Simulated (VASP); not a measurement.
# CdSe (F-43m) in VASP: single point with PBE

Aim: the single point of CdSe with PBE.

Everything below comes from runs of VASP 6.6.1. Logs are shortened: lines on timing, memory, paths and dates and some standing lists are left out, and cuts for length are marked.

### 1 The cell of the first run

Symmetry: F-43m, No. 216, cubic system. Conventional cell: a = 6.141 Å, b = 6.141 Å, c = 6.141 Å, α = 90.00°, β = 90.00°, γ = 90.00°. Cd (site symmetry -43m) has 4 Se at 2.66 Å within 3.5 Å. Se (site symmetry -43m) has 4 Cd at 2.66 Å within 3.5 Å.

### 2 Single point, PBE

INCAR

```
ALGO = Normal ; EDIFF = 1E-6
ENCUT = 500 ; GGA = PE
GGA_COMPAT = F ; ISIF = 2
ISMEAR = 0 ; LASPH = T
LCHARG = F ; LREAL = F
LWAVE = F ; NBANDS = 16
NELM = 120 ; PREC = Accurate
SIGMA = 0.01
```

KPOINTS

```
k-points
0
Gamma
  4 4 4
```

POSCAR

```
CdSe
1.0
    0.0000000000      3.0702710000      3.0702710000
    3.0702710000      0.0000000000      3.0702710000
    3.0702710000      3.0702710000      0.0000000000
Cd Se
1 1
Direct
    0.0000000000      0.0000000000      0.0000000000
    0.7500000000      0.7500000000      0.7500000000
```

Potentials or basis: VASP PAW PBE potentials, release 64 (Cd, Se).

Started as:

```bash
cat potpaw_PBE.64/Cd/POTCAR potpaw_PBE.64/Se/POTCAR > POTCAR
mpirun -np 1 vasp_std > vasp.out
```

OUTCAR:

```text
EDIFF = 1E-6
   ENCUT = 500
   GGA = PE
   ISIF = 2
   ISMEAR = 0
   LASPH = T
   LREAL = F
   NELM = 120
   PREC = Accurate

 ion  position               nearest neighbor table
   1  0.000  0.000  0.000-   2 2.66   2 2.66   2 2.66   2 2.66
   2  0.750  0.750  0.750-   1 2.66   1 2.66   1 2.66   1 2.66

  LATTYP: Found a face centered cubic cell.
 ALAT       =     6.1405420000

  Lattice vectors:

 A1 = (   0.0000000000,   3.0702710000,   3.0702710000)
 A2 = (   3.0702710000,   0.0000000000,   3.0702710000)
 A3 = (   3.0702710000,   3.0702710000,   0.0000000000)

Analysis of symmetry for initial positions (statically):
=====================================================================
 Subroutine PRICEL returns:
 Original cell was already a primitive cell.

 Routine SETGRP: Setting up the symmetry group for a
 face centered cubic supercell.

 Subroutine GETGRP returns: Found 24 space group operations
 (whereof 24 operations were pure point group operations)
 out of a pool of 48 trial point group operations.

The static configuration has the point symmetry T_d .

Analysis of symmetry for dynamics (positions and initial velocities):
=====================================================================
 Subroutine PRICEL returns:
 Original cell was already a primitive cell.

 Routine SETGRP: Setting up the symmetry group for a
 face centered cubic supercell.

 Subroutine GETGRP returns: Found 24 space group operations
 (whereof 24 operations were pure point group operations)
 out of a pool of 48 trial point group operations.

The dynamic configuration has the point symmetry T_d .

 Subroutine INISYM returns: Found 24 space group operations
 (whereof 24 operations are pure point group operations),
 and found     1 'primitive' translations

----------------------------------------------------------------------------------------

                                     Primitive cell

  volume of cell :      57.8842

  direct lattice vectors                    reciprocal lattice vectors
     0.000000000  3.070271000  3.070271000    -0.162852074  0.162852074  0.162852074
     3.070271000  0.000000000  3.070271000     0.162852074 -0.162852074  0.162852074
     3.070271000  3.070271000  0.000000000     0.162852074  0.162852074 -0.162852074

  length of vectors
     4.342018888  4.342018888  4.342018888     0.282068066  0.282068066  0.282068066

  position of ions in fractional coordinates (direct lattice)
     0.000000000  0.000000000  0.000000000
     0.750000000  0.750000000  0.750000000

  ion indices of the primitive-cell ions
   primitive index   ion index
                 1           1
                 2           2

----------------------------------------------------------------------------------------

 KPOINTS: k-points

Automatic generation of k-mesh.
 Grid dimensions read from file:
 generate k-points for:    4    4    4

 Generating k-lattice:

  Cartesian coordinates                     Fractional coordinates (reciprocal lattice)
    -0.040713018  0.040713018  0.040713018     0.250000000  0.000000000  0.000000000
     0.040713018 -0.040713018  0.040713018     0.000000000  0.250000000  0.000000000
     0.040713018  0.040713018 -0.040713018     0.000000000  0.000000000  0.250000000

  Length of vectors
     0.070517017  0.070517017  0.070517017

  Shift w.r.t. Gamma in fractional coordinates (k-lattice)
     0.000000000  0.000000000  0.000000000

 Subroutine IBZKPT returns following result:
 ===========================================

 Found      8 irreducible k-points:

 Following reciprocal coordinates:
            Coordinates               Weight
  0.000000  0.000000  0.000000      1.000000
  0.250000  0.000000  0.000000      8.000000
  0.500000  0.000000  0.000000      4.000000
  0.250000  0.250000  0.000000      6.000000
  0.500000  0.250000  0.000000     24.000000
 -0.250000  0.250000  0.000000     12.000000
  0.500000  0.500000  0.000000      3.000000
 -0.250000  0.500000  0.250000      6.000000
   k-points           NKPTS =      8   k-points in BZ     NKDIM =      8   number of bands    NBANDS=     16
   number of dos      NEDOS =    301   number of ions     NIONS =      2
   total plane-waves  NPLWV =  32768
   dimension x,y,z NGX =    32 NGY =   32 NGZ =   32
   dimension x,y,z NGXF=    64 NGYF=   64 NGZF=   64
   ions per type =               1   1
   NGX,Y,Z   is equivalent  to a cutoff of  12.25, 12.25, 12.25 a.u.
   NGXF,Y,Z  is equivalent  to a cutoff of  24.50, 24.50, 24.50 a.u.
 SYSTEM =  unknown system
   PREC   = accura    normal or accurate (medium, high low for compatibility)
   ISTART =      0    job   : 0-new  1-cont  2-samecut
   ICHARG =      2    charge: 1-file 2-atom 10-const
   ISPIN  =      1    spin polarized calculation?
   LNONCOLLINEAR =      F non collinear calculations
   LSORBIT =      F    spin-orbit coupling
   LASPH  =      T    aspherical Exc in radial PAW
   ENCUT  =  500.0 eV  36.75 Ry    6.06 a.u.   7.92  7.92  7.92*2*pi/ulx,y,z
   NELM   =    120;   NELMIN=  2; NELMDL= -5     # of ELM steps
   EDIFF  = 0.1E-05   stopping-criterion for ELM
   LREAL  =      F    real-space projection
   EDIFFG = 0.1E-04   stopping-criterion for IOM
   NSW    =      0    number of steps for IOM
   IBRION =     -1    ionic relax: 0-MD 1-quasi-New 2-CG
   NFREE  =      0    steps in history (QN), initial steepest desc. (CG)
   ISIF   =      2    stress and relaxation
   ISYM   =      2    0-nonsym 1-usesym 2-fastsym
   POTIM  = 0.5000    time-step for ionic-motion
   TEBEG  =    0.0;   TEEND  =   0.0 temperature during run
   PSTRESS=    0.0 pullay stress
   NELECT =      18.0000    total number of electrons
   NUPDOWN=      -1.0000    fix difference up-down
   EMIN   =  10.00;   EMAX   =-10.00  energy-range for DOS
   EFERMI =   0.00;   METHOD = LEGACY
   ISMEAR =     0;   SIGMA  =   0.01  broadening in eV -4-tet -1-fermi 0-gaus
   EFERMI_NEDOS =   21; number of points for ismear=-14 and -15
   IALGO  =     38    algorithm
   IMIX   =      4    mixing-type and parameters
     AMIX     =   0.40;   BMIX     =  1.00
     AMIX_MAG =   1.60;   BMIX_MAG =  1.00
  volume/ion in A,a.u.               =      28.94       195.31
  Fermi-wavevector in a.u.,A,eV,Ry     =   1.109121  2.095935 16.737201  1.230150
  Thomas-Fermi vector in A             =   2.245657
   LORBIT       =      0    0 simple, 1 ext, 2 COOP (PROOUT), +10 PAW based schemes
   GGA     = PE    functional components
   LHFCALC =     F    Hartree Fock is set to
   AEXX    =    0.0000 exact exchange contribution
   IVDW    =     0    specifies the selected vdW correction
   LEPSILON=     F    determine dielectric tensor
   LRPA    =     F    only Hartree local field effects (RPA)
 non-spin polarized calculation
 Gauss-broadening in eV      SIGMA  =   0.01
  energy-cutoff  :      500.00
  volume of cell :       57.88
 maximum number of plane-waves:      1480
   NGX = 15   NGY = 15   NGZ = 15

 number of electron      18.0000008 magnetization

 Free energy of the ion-electron system (eV)
  ---------------------------------------------------
  ext. energy  EPLUGINS =         0.00000000
  ---------------------------------------------------
  free energy    TOTEN  =        -5.44338011 eV

  energy without entropy =       -5.44338011  energy(sigma->0) =       -5.44338011

 E-fermi :   0.8050     XC(G=0):  -8.7443

 val. band max:        0.7468849650   @ k =   0.0000   0.0000   0.0000
 cond. band min:       1.2811331095   @ k =   0.0000   0.0000   0.0000
 fundamental gap:      0.5342481445
 Fermi energy:         0.8049598517

 k-point     1 :       0.0000    0.0000    0.0000
  band No.  band energies     occupation
      1     -11.6844      2.00000
      2      -7.1244      2.00000
      3      -7.1244      2.00000
      4      -7.1244      2.00000
      5      -6.7827      2.00000
      6      -6.7827      2.00000
      7       0.7469      2.00000
      8       0.7469      2.00000
      9       0.7469      2.00000
     10       1.2811      0.00000
     11       6.6595      0.00000
     12       6.6595      0.00000
     13       6.6595      0.00000
     14      10.4049      0.00000
     15      11.7648      0.00000
     16      11.7648      0.00000

 k-point     2 :       0.2500    0.0000    0.0000
  band No.  band energies     occupation
      1     -11.5113      2.00000
      2      -7.0741      2.00000
      3      -7.0741      2.00000
      4      -6.9227      2.00000
      5      -6.7806      2.00000
      6      -6.7806      2.00000
      7      -1.8575      2.00000
      8       0.3651      2.00000
      9       0.3651      2.00000
     10       2.9792      0.00000
     11       6.6588      0.00000
     12       7.1634      0.00000
     13       7.1634      0.00000
     14      10.7756      0.00000
     15      10.7756      0.00000
     16      10.8204      0.00000

 k-point     3 :       0.5000    0.0000    0.0000
  band No.  band energies     occupation
      1     -11.3355      2.00000
      2      -7.0380      2.00000
      3      -7.0380      2.00000
      4      -6.7608      2.00000
      5      -6.7608      2.00000
      6      -6.5061      2.00000
      7      -3.4888      2.00000
      8       0.0354      2.00000
      9       0.0354      2.00000
     10       3.0873      0.00000
     11       7.1627      0.00000
     12       7.1627      0.00000
     13       8.0789      0.00000
     14      10.7049      0.00000
     15      12.7828      0.00000
     16      12.7828      0.00000

 k-point     4 :       0.2500    0.2500    0.0000
  band No.  band energies     occupation
      1     -11.4548      2.00000
      2      -7.0130      2.00000
      3      -7.0130      2.00000
      4      -6.9691      2.00000
      5      -6.7869      2.00000
      6      -6.7558      2.00000
      7      -1.7753      2.00000
      8      -0.2352      2.00000
      9      -0.2352      2.00000
     10       3.9683      0.00000
     11       4.9597      0.00000
     12       8.3183      0.00000
     13       8.3183      0.00000
     14       8.5885      0.00000
     15      12.2822      0.00000
     16      13.8023      0.00000

 k-point     5 :       0.5000    0.2500    0.0000
  band No.  band energies     occupation
      1     -11.2819      2.00000
      2      -6.9952      2.00000
      3      -6.9590      2.00000
      4      -6.8397      2.00000
      5      -6.7510      2.00000
      6      -6.4733      2.00000
      7      -3.0818      2.00000
      8      -1.1680      2.00000
      9      -0.5298      2.00000
     10       4.4039      0.00000
     11       5.8493      0.00000
     12       7.8188      0.00000
     13       8.6121      0.00000
     14      10.5002      0.00000
     15      13.0154      0.00000
     16      13.6696      0.00000

 k-point     6 :      -0.2500    0.2500    0.0000
  band No.  band energies     occupation
      1     -11.3387      2.00000
      2      -7.0133      2.00000
      3      -7.0095      2.00000
      4      -6.7937      2.00000
      5      -6.7908      2.00000
      6      -6.5829      2.00000
      7      -2.7659      2.00000
      8      -1.2210      2.00000
      9       0.0121      2.00000
     10       4.4163      0.00000
     11       6.6096      0.00000
     12       7.0204      0.00000
     13       7.8199      0.00000
     14      10.3537      0.00000
     15      11.8892      0.00000
     16      13.6926      0.00000

 k-point     7 :       0.5000    0.5000    0.0000
  band No.  band energies     occupation
      1     -11.2257      2.00000
      2      -6.9446      2.00000
      3      -6.8851      2.00000
      4      -6.8851      2.00000
      5      -6.7289      2.00000
      6      -6.4440      2.00000
      7      -3.2182      2.00000
      8      -1.0154      2.00000
      9      -1.0154      2.00000
     10       3.9188      0.00000
     11       4.4594      0.00000
     12       9.7299      0.00000
     13      10.7800      0.00000
     14      10.7800      0.00000
     15      13.0875      0.00000
     16      14.0007      0.00000

 k-point     8 :      -0.2500    0.5000    0.2500
  band No.  band energies     occupation
      1     -11.2265      2.00000
      2      -6.9516      2.00000
      3      -6.9489      2.00000
      4      -6.8135      2.00000
      5      -6.7774      2.00000
      6      -6.3310      2.00000
      7      -3.1174      2.00000
      8      -1.3898      2.00000
      9      -1.3506      2.00000
     10       5.6507      0.00000
     11       5.9527      0.00000
     12       7.1497      0.00000
     13       8.3407      0.00000
     14      11.0653      0.00000
     15      13.2960      0.00000
     16      13.6883      0.00000

------------------------ aborting loop because EDIFF is reached ----------------------------------------

  FORCE on cell =-STRESS in cart. coord.  units (eV):
  Direction    XX          YY          ZZ          XY          YZ          ZX
  --------------------------------------------------------------------------------------
  -------------------------------------------------------------------------------------
  Total        0.6328387      0.6328387      0.6328387      0.0000000      0.0000000     -0.0000000
  in kB       17.5163444     17.5163444     17.5163444      0.0000000      0.0000000     -0.0000000
  external PRESSURE =      17.5163444 kB  Pullay stress =       0.0000000 kB

 VOLUME and BASIS-vectors are now :
 -----------------------------------------------------------------------------
  energy-cutoff  :      500.00
  volume of cell :       57.88
      direct lattice vectors                 reciprocal lattice vectors
     0.000000000  3.070271000  3.070271000    -0.162852074  0.162852074  0.162852074
     3.070271000  0.000000000  3.070271000     0.162852074 -0.162852074  0.162852074
     3.070271000  3.070271000  0.000000000     0.162852074  0.162852074 -0.162852074

 POSITION                                       TOTAL-FORCE (eV/Angst)
 -----------------------------------------------------------------------------------
      0.00000      0.00000      0.00000        -0.000000      0.000000      0.000000
      4.60541      4.60541      4.60541         0.000000     -0.000000     -0.000000
 -----------------------------------------------------------------------------------
    total drift:                               -0.000000     -0.000000     -0.000000

  FREE ENERGIE OF THE ION-ELECTRON SYSTEM (eV)
  ---------------------------------------------------
  free  energy   TOTEN  =        -5.4433801066 eV

  energy  without entropy=       -5.4433801066  energy(sigma->0) =       -5.44338011
```

Run time: 5.6 s. Hardware: 1 thread of AMD EPYC 9R45 (Zen 5), shared host; peak memory 0.14 GiB.

Results:

- Free energy: -5.4434 eV
- Pressure: 1.8 GPa
- Band gap on the k mesh: 0.53 eV, direct

Caveat: the k points lie up to 0.44 Å⁻¹ apart.
